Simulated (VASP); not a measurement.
# ZrTlF6 (Fm-3m) in VASP: notebook

The runs below take ZrTlF6 through single point, relaxation of cell and atoms, with PBE.

Program: VASP 6.6.1. These are calculated values, not measurements. Logs are shortened: lines on timing, memory, paths and dates and some standing lists are left out, and cuts for length are marked.

## (1) The cell of the first run

The structure is cubic, space group Fm-3m (No. 225). The conventional cell has a = 8.892 Å, b = 8.892 Å, c = 8.892 Å, α = 90.00°, β = 90.00°, γ = 90.00°. Within 2.7 Å of Zr (site symmetry m-3m) lie 6 F at 2.02 Å. Within 3.2 Å of Tl (site symmetry m-3m) lie 6 F at 2.42 Å. Within 2.7 Å of F (site symmetry 4mm) lie 1 Zr at 2.02 Å and 1 Tl at 2.42 Å.

## (2) Single point, PBE

INCAR

```
PREC = Accurate
ENCUT = 520
EDIFF = 1E-7
ISMEAR = 0
SIGMA = 0.1
LREAL = False
LASPH = True
NELM = 100
ALGO = Normal
ISIF = 2
LWAVE = False
LCHARG = False
GGA = PE
NBANDS = 44
```

KPOINTS

```
Automatic mesh
0
Gamma
  8 8 8
```

POSCAR

```
ZrTlF6
1.0
    0.0000000000      4.4461966974      4.4461966974
    4.4461966974      0.0000000000      4.4461966974
    4.4461966974      4.4461966974      0.0000000000
Zr Tl F
1 1 6
Direct
    0.0000000000      0.0000000000      0.0000000000
    0.5000000000      0.5000000000      0.5000000000
    0.7722941765      0.2277058235      0.2277058235
    0.2277058235      0.7722941765      0.7722941765
    0.2277058235      0.7722941765      0.2277058235
    0.7722941765      0.2277058235      0.7722941765
    0.2277058235      0.2277058235      0.7722941765
    0.7722941765      0.7722941765      0.2277058235
```

Potentials or basis: VASP PAW PBE potentials, release 64 (Zr_sv, Tl_d, F).

On the command line:

```sh
> cat potpaw_PBE.64/Zr_sv/POTCAR potpaw_PBE.64/Tl_d/POTCAR potpaw_PBE.64/F/POTCAR > POTCAR
> mpirun -np 1 vasp_std > vasp.out
```

OUTCAR:

```text
PREC = Accurate
   ENCUT = 520
   EDIFF = 1E-7
   ISMEAR = 0
   LREAL = False
   LASPH = True
   NELM = 100
   ISIF = 2
   GGA = PE

 ion  position               nearest neighbor table
   1  0.000  0.000  0.000-   3 2.02   4 2.02   5 2.02   6 2.02   7 2.02   8 2.02
   2  0.500  0.500  0.500-   3 2.42   4 2.42   5 2.42   6 2.42   7 2.42   8 2.42
   3  0.772  0.228  0.228-   1 2.02   2 2.42
   4  0.228  0.772  0.772-   1 2.02   2 2.42
   5  0.228  0.772  0.228-   1 2.02   2 2.42
   6  0.772  0.228  0.772-   1 2.02   2 2.42
   7  0.228  0.228  0.772-   1 2.02   2 2.42
   8  0.772  0.772  0.228-   1 2.02   2 2.42

  LATTYP: Found a face centered cubic cell.
 ALAT       =     8.8923933948

  Lattice vectors:

 A1 = (   0.0000000000,   4.4461966974,   4.4461966974)
 A2 = (   4.4461966974,   0.0000000000,   4.4461966974)
 A3 = (   4.4461966974,   4.4461966974,   0.0000000000)

Analysis of symmetry for initial positions (statically):
=====================================================================
 Subroutine PRICEL returns:
 Original cell was already a primitive cell.

 Routine SETGRP: Setting up the symmetry group for a
 face centered cubic supercell.

 Subroutine GETGRP returns: Found 48 space group operations
 (whereof 48 operations were pure point group operations)
 out of a pool of 48 trial point group operations.

The static configuration has the point symmetry O_h .

Analysis of symmetry for dynamics (positions and initial velocities):
=====================================================================
 Subroutine PRICEL returns:
 Original cell was already a primitive cell.

 Routine SETGRP: Setting up the symmetry group for a
 face centered cubic supercell.

 Subroutine GETGRP returns: Found 48 space group operations
 (whereof 48 operations were pure point group operations)
 out of a pool of 48 trial point group operations.

The dynamic configuration has the point symmetry O_h .

 Subroutine INISYM returns: Found 48 space group operations
 (whereof 48 operations are pure point group operations),
 and found     1 'primitive' translations

----------------------------------------------------------------------------------------

                                     Primitive cell

  volume of cell :     175.7907

  direct lattice vectors                    reciprocal lattice vectors
     0.000000000  4.446196697  4.446196697    -0.112455664  0.112455664  0.112455664
     4.446196697  0.000000000  4.446196697     0.112455664 -0.112455664  0.112455664
     4.446196697  4.446196697  0.000000000     0.112455664  0.112455664 -0.112455664

  length of vectors
     6.287871670  6.287871670  6.287871670     0.194778923  0.194778923  0.194778923

  position of ions in fractional coordinates (direct lattice)
     0.000000000  0.000000000  0.000000000
     0.500000000  0.500000000  0.500000000
     0.772294176  0.227705824  0.227705824
     0.227705824  0.772294176  0.772294176
     0.227705824  0.772294176  0.227705824
     0.772294176  0.227705824  0.772294176
     0.227705824  0.227705824  0.772294176
     0.772294176  0.772294176  0.227705824

  ion indices of the primitive-cell ions
   primitive index   ion index
                 1           1
                 2           2
                 3           3
                 4           4
                 5           5
                 6           6
                 7           7
                 8           8

----------------------------------------------------------------------------------------

 KPOINTS: Automatic mesh

Automatic generation of k-mesh.
 Grid dimensions read from file:
 generate k-points for:    8    8    8

 Generating k-lattice:

  Cartesian coordinates                     Fractional coordinates (reciprocal lattice)
    -0.014056958  0.014056958  0.014056958     0.125000000  0.000000000  0.000000000
     0.014056958 -0.014056958  0.014056958     0.000000000  0.125000000  0.000000000
     0.014056958  0.014056958 -0.014056958     0.000000000  0.000000000  0.125000000

  Length of vectors
     0.024347365  0.024347365  0.024347365

  Shift w.r.t. Gamma in fractional coordinates (k-lattice)
     0.000000000  0.000000000  0.000000000

 Subroutine IBZKPT returns following result:
 ===========================================

 Found     29 irreducible k-points:

 Following reciprocal coordinates:
            Coordinates               Weight
  0.000000  0.000000  0.000000      1.000000
  0.125000  0.000000  0.000000      8.000000
  0.250000  0.000000  0.000000      8.000000
  0.375000  0.000000  0.000000      8.000000
  0.500000  0.000000  0.000000      4.000000
  0.125000  0.125000  0.000000      6.000000
[... 16 lines left out ...]
  0.500000  0.250000  0.125000     48.000000
 -0.375000  0.250000  0.125000     24.000000
 [... further k-points ...]
   k-points           NKPTS =     29   k-points in BZ     NKDIM =     29   number of bands    NBANDS=     44
   number of dos      NEDOS =    301   number of ions     NIONS =      8
   total plane-waves  NPLWV = 110592
   dimension x,y,z NGX =    48 NGY =   48 NGZ =   48
   dimension x,y,z NGXF=    96 NGYF=   96 NGZF=   96
   ions per type =               1   1   6
   NGX,Y,Z   is equivalent  to a cutoff of  12.69, 12.69, 12.69 a.u.
   NGXF,Y,Z  is equivalent  to a cutoff of  25.38, 25.38, 25.38 a.u.
 SYSTEM =  unknown system
   PREC   = accura    normal or accurate (medium, high low for compatibility)
   ISTART =      0    job   : 0-new  1-cont  2-samecut
   ICHARG =      2    charge: 1-file 2-atom 10-const
   ISPIN  =      1    spin polarized calculation?
   LNONCOLLINEAR =      F non collinear calculations
   LSORBIT =      F    spin-orbit coupling
   LASPH  =      T    aspherical Exc in radial PAW
   ENCUT  =  520.0 eV  38.22 Ry    6.18 a.u.  11.69 11.69 11.69*2*pi/ulx,y,z
   NELM   =    100;   NELMIN=  2; NELMDL= -5     # of ELM steps
   EDIFF  = 0.1E-06   stopping-criterion for ELM
   LREAL  =      F    real-space projection
   EDIFFG = 0.1E-05   stopping-criterion for IOM
   NSW    =      0    number of steps for IOM
   IBRION =     -1    ionic relax: 0-MD 1-quasi-New 2-CG
   NFREE  =      0    steps in history (QN), initial steepest desc. (CG)
   ISIF   =      2    stress and relaxation
   ISYM   =      2    0-nonsym 1-usesym 2-fastsym
   POTIM  = 0.5000    time-step for ionic-motion
   TEBEG  =    0.0;   TEEND  =   0.0 temperature during run
   PSTRESS=    0.0 pullay stress
   NELECT =      67.0000    total number of electrons
   NUPDOWN=      -1.0000    fix difference up-down
   EMIN   =  10.00;   EMAX   =-10.00  energy-range for DOS
   EFERMI =   0.00;   METHOD = LEGACY
   ISMEAR =     0;   SIGMA  =   0.10  broadening in eV -4-tet -1-fermi 0-gaus
   EFERMI_NEDOS =   21; number of points for ismear=-14 and -15
   IALGO  =     38    algorithm
   IMIX   =      4    mixing-type and parameters
     AMIX     =   0.40;   BMIX     =  1.00
     AMIX_MAG =   1.60;   BMIX_MAG =  1.00
  volume/ion in A,a.u.               =      21.97       148.29
  Fermi-wavevector in a.u.,A,eV,Ry     =   1.186955  2.243021 19.168749  1.408863
  Thomas-Fermi vector in A             =   2.323117
   LORBIT       =      0    0 simple, 1 ext, 2 COOP (PROOUT), +10 PAW based schemes
   GGA     = PE    functional components
   LHFCALC =     F    Hartree Fock is set to
   AEXX    =    0.0000 exact exchange contribution
   IVDW    =     0    specifies the selected vdW correction
   LEPSILON=     F    determine dielectric tensor
   LRPA    =     F    only Hartree local field effects (RPA)
 non-spin polarized calculation
 Gauss-broadening in eV      SIGMA  =   0.10
  energy-cutoff  :      520.00
  volume of cell :      175.79
 maximum number of plane-waves:      4766
   NGX = 23   NGY = 23   NGZ = 23

 number of electron      67.0000023 magnetization

 Free energy of the ion-electron system (eV)
  ---------------------------------------------------
  ext. energy  EPLUGINS =         0.00000000
  ---------------------------------------------------
  free energy    TOTEN  =       -45.23088073 eV

  energy without entropy =      -45.21053777  energy(sigma->0) =      -45.22070925

 E-fermi :  -1.0285     XC(G=0):  -7.2888

 val. band max:       -1.0447823619   @ k =   0.2500   0.1250   0.0000
 cond. band min:      -0.9929866446   @ k =   0.3750   0.2500   0.1250
 fundamental gap:      0.0517957173
 Fermi energy:        -1.0285426640

 k-point     1 :       0.0000    0.0000    0.0000
  band No.  band energies     occupation
      1     -49.6895      2.00000
      2     -28.2110      2.00000
      3     -28.2110      2.00000
      4     -28.2110      2.00000
      5     -23.3423      2.00000
      6     -23.2778      2.00000
[... 36 lines left out ...]
     43       7.1421      0.00000
     44       7.8274      0.00000

 k-point     2 :       0.1250    0.0000    0.0000
  band No.  band energies     occupation
      1     -49.6895      2.00000
      2     -28.2114      2.00000
      3     -28.2111      2.00000
      4     -28.2111      2.00000
      5     -23.3347      2.00000
      6     -23.2778      2.00000
[... 36 lines left out ...]
     43       7.3948      0.00000
     44       7.7894      0.00000

 k-point     3 :       0.2500    0.0000    0.0000
  band No.  band energies     occupation
      1     -49.6895      2.00000
      2     -28.2123      2.00000
      3     -28.2111      2.00000
      4     -28.2111      2.00000
      5     -23.3144      2.00000
      6     -23.2774      2.00000
[... 976 lines left out ...]
     43       8.0943      0.00000
     44       8.2773      0.00000

 k-point    24 :      -0.3750    0.2500    0.1250
  band No.  band energies     occupation
      1     -49.6895      2.00000
      2     -28.2128      2.00000
      3     -28.2113      2.00000
      4     -28.2112      2.00000
      5     -23.2962      2.00000
      6     -23.2833      2.00000
[... 36 lines left out ...]
     43       8.0232      0.00000
     44       8.5882      0.00000

 [... further k-points ...]

------------------------ aborting loop because EDIFF is reached ----------------------------------------

  FORCE on cell =-STRESS in cart. coord.  units (eV):
  Direction    XX          YY          ZZ          XY          YZ          ZX
  --------------------------------------------------------------------------------------
  -------------------------------------------------------------------------------------
  Total        0.0079776      0.0079776      0.0079776      0.0000000     -0.0000000      0.0000000
  in kB        0.0727087      0.0727087      0.0727087      0.0000000     -0.0000000      0.0000000
  external PRESSURE =       0.0727087 kB  Pullay stress =       0.0000000 kB

 VOLUME and BASIS-vectors are now :
 -----------------------------------------------------------------------------
  energy-cutoff  :      520.00
  volume of cell :      175.79
      direct lattice vectors                 reciprocal lattice vectors
     0.000000000  4.446196697  4.446196697    -0.112455664  0.112455664  0.112455664
     4.446196697  0.000000000  4.446196697     0.112455664 -0.112455664  0.112455664
     4.446196697  4.446196697  0.000000000     0.112455664  0.112455664 -0.112455664

 POSITION                                       TOTAL-FORCE (eV/Angst)
 -----------------------------------------------------------------------------------
      0.00000      0.00000      0.00000         0.000000     -0.000000      0.000000
      4.44620      4.44620      4.44620         0.000000     -0.000000      0.000000
      2.02485      4.44620      4.44620         0.066023     -0.000000      0.000000
      6.86754      4.44620      4.44620        -0.066023     -0.000000      0.000000
      4.44620      2.02485      4.44620         0.000000      0.066023      0.000000
      4.44620      6.86754      4.44620         0.000000     -0.066023      0.000000
      4.44620      4.44620      2.02485         0.000000     -0.000000      0.066023
      4.44620      4.44620      6.86754         0.000000     -0.000000     -0.066023
 -----------------------------------------------------------------------------------
    total drift:                                0.000000      0.000000      0.000000

  FREE ENERGIE OF THE ION-ELECTRON SYSTEM (eV)
  ---------------------------------------------------
  free  energy   TOTEN  =       -45.2308807333 eV

  energy  without entropy=      -45.2105377655  energy(sigma->0) =      -45.22070925
```

It took 3.2 min on 1 thread of AMD EPYC 7R13 (Zen 3), shared host; peak memory 0.4 GiB.

What came out:

- Free energy: -45.2309 eV
- Pressure: 0.0 GPa
- Largest force: 0.066 eV/Å
- Band gap on the k mesh: zero (an odd number of electrons rules out a gap without spin polarisation)

Forces in eV/Å, atoms in the order of the input:
```
Zr   0.000  0.000  0.000
Tl   0.000  0.000  0.000
F    0.066  0.000  0.000
F   -0.066  0.000  0.000
F    0.000  0.066  0.000
F    0.000 -0.066  0.000
F    0.000  0.000  0.066
F    0.000  0.000 -0.066
```

Levels at points of the mesh, in eV from the Fermi level:
```csv
k point,band 32,band 33,band 34,band 35,band 36,band 37
"(0.00, 0.00, 0.00)",-2.65,-2.65,-0.26,4.46,4.46,4.46
"(0.50, 0.00, 0.00)",-2.81,-2.74,0.37,4.36,4.47,4.47
"(0.50, 0.50, 0.00)",-2.82,-2.65,-0.50,4.47,4.54,4.54
```

Caveat: spin-orbit coupling is left out, which moves the levels of the heavy elements; an odd number of electrons without spin polarisation forces a metal; a magnetic or distorted state may lie lower.

(Part 1 of 2 ends here.)
